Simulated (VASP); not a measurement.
A run of VASP 6.6.1 is set up as follows.

POSCAR

```
Ni
1.0
    0.0000000000      3.5338000000      3.5338000000
    1.7669000000      0.0000000000      1.7669000000
    1.7669000000      1.7669000000      0.0000000000
Ni
2
Direct
    0.0000000000      0.0000000000      0.0000000000
    0.5000000000      0.0000000000      0.0000000000
```

The input INCAR.step1:

```
SYSTEM = Ni
PREC = Accurate
ENCUT = 520
ISMEAR = -1
SIGMA = 0.1
LREAL = .False.
LASPH = .True.
NELM = 150
ISPIN = 2
MAGMOM = 2 0
LMAXMIX = 4
NBANDS = 21
GGA = PE
ALGO = Normal
EDIFF = 1E-4
LWAVE = .True.
LCHARG = .False.
```

Contents of INCAR.step2:

```
SYSTEM = Ni
PREC = Accurate
ENCUT = 520
EDIFF = 1E-7
ISMEAR = -1
SIGMA = 0.1
LREAL = .False.
LASPH = .True.
NELM = 150
ALGO = Normal
ISIF = 2
LWAVE = .False.
LCHARG = .False.
ISPIN = 2
MAGMOM = 2 0
LORBIT = 11
LMAXMIX = 4
METAGGA = R2SCAN
LMIXTAU = .True.
NBANDS = 21
ISTART = 1
```

File KPOINTS:

```
regular mesh
0
Gamma
  6 12 12
  0 0 0
```

Potentials or basis: VASP PAW PBE potentials, release 64 (Ni).

Command:

```bash
$ cat potpaw_PBE.64/Ni/POTCAR > POTCAR
$ cp INCAR.step1 INCAR
$ mpirun -np 1 vasp_std > vasp.out
$ cp INCAR.step2 INCAR
$ mpirun -np 1 vasp_std > vasp.out
```

Predict the pressure.

-8.7 GPa.

Estimate the site moments.

Ni +0.76 μB.

Caveat: the cell stands under tension; the PAW data sets were made with another functional, which shifts forces and pressure a little.
